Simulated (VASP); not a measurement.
Yb, 1 atom in the cell. The structure is cubic, space group Fm-3m (No. 225). Conventional cell: a = 5.223 Å, b = 5.223 Å, c = 5.223 Å, α = 90.00°, β = 90.00°, γ = 90.00°. Yb (site symmetry m-3m) has 12 Yb at 3.69 Å within 4.9 Å. 

- Program: VASP 6.6.1
- Task: relaxation of cell and atoms
- Functional: PBE
- Potentials or basis: VASP PAW PBE potentials, release 64 (Yb)
- Cutoff: 600 eV
- k mesh: 13 × 13 × 13
- Occupations: fermi-dirac, width 0.08 eV
- Spin: no spin polarisation
- Dipole correction: no
- Further INCAR settings: ALGO = Normal; EDIFF = 1e-06; IBRION = 2; EDIFFG = -0.005; NSW = 60; ISIF = 3

Potentials or basis: VASP PAW PBE potentials, release 64 (Yb).

The run is started by

```bash
$ cat potpaw_PBE.64/Yb/POTCAR > POTCAR
$ mpirun -np 1 vasp_std > vasp.out
```

Hardware: 1 thread of Intel Xeon 8259CL, on a shared host.

Q: How long does it take, and how much memory?

A: Run time: 10 min on 1 thread of Intel Xeon 8259CL, with other jobs on the host, peak memory 0.24 GiB. Counts: scf iterations 54, k points 84, ion steps 3.
